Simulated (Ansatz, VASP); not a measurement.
**Sc in VASP and in Ansatz**

INCAR

```
PREC = Accurate
ENCUT = 520
EDIFF = 1E-7
ISMEAR = 0
SIGMA = 0.03
LREAL = False
LASPH = True
NELM = 100
ALGO = Normal
ISIF = 2
LWAVE = False
LCHARG = True
GGA = PE
LELF = True
LVHAR = True
NBANDS = 18
```

KPOINTS

```
Automatic mesh
0
Gamma
  11 11 6
```

The input POSCAR:

```
Sc
1.0
    3.3193628924      0.0000000000      0.0000000000
   -1.6596814462      2.8746525892      0.0000000000
    0.0000000000      0.0000000000      5.1842605006
Sc
2
Direct
    0.3333333333      0.6666666667      0.2500000000
    0.6666666667      0.3333333333      0.7500000000
```

Input for Ansatz:

```yaml
crystal:
  lattice:
    - [3.3193628924, 0.0, 0.0]
    - [-1.6596814462, 2.8746525892, 0.0]
    - [0.0, 0.0, 5.1842605006]
  atoms:
    - { symbol: Sc, position: [0.3333333333, 0.6666666667, 0.25] }
    - { symbol: Sc, position: [0.6666666667, 0.3333333333, 0.75] }
hamiltonian:
  xc: pbe
  pseudopotentials:
    kind: paw
    azcp:
      Sc: "pseudopotentials/Sc.paw.azcp"
basis:
  ecutwfc: 420
  fft_grid_basis: typed
kpoints:
  mp_grid: { grid: [11, 11, 6], shift: [0, 0, 0] }
magnetization:
  spin_polarized: false
scf:
  occupations: { method: gaussian, width: 0.03 }
  lower_state_search: "off"
output:
  stress: true
```

Alike in both runs: task single point; functional PBE; k mesh 11 × 11 × 6; occupations gaussian, width 0.03 eV; no spin polarisation.

|  | VASP | Ansatz |
| --- | --- | --- |
| version | VASP 6.6.1 | Ansatz 0.2.0 |
| potentials or method | VASP PAW PBE potentials, release 64 (Sc_sv), cutoff 520 eV | plane waves (420 eV) with PAW, scalar-relativistic |
| valence electrons in the cell | 22 | 22 |

|  | VASP | Ansatz | Ansatz less VASP |
| --- | --- | --- | --- |
| pressure (GPa) | -0.3 | -0.3 | -0.03 |
| traceless stress, the component that is largest in VASP (GPa) | -0.25 | -0.26 | -0.006 |
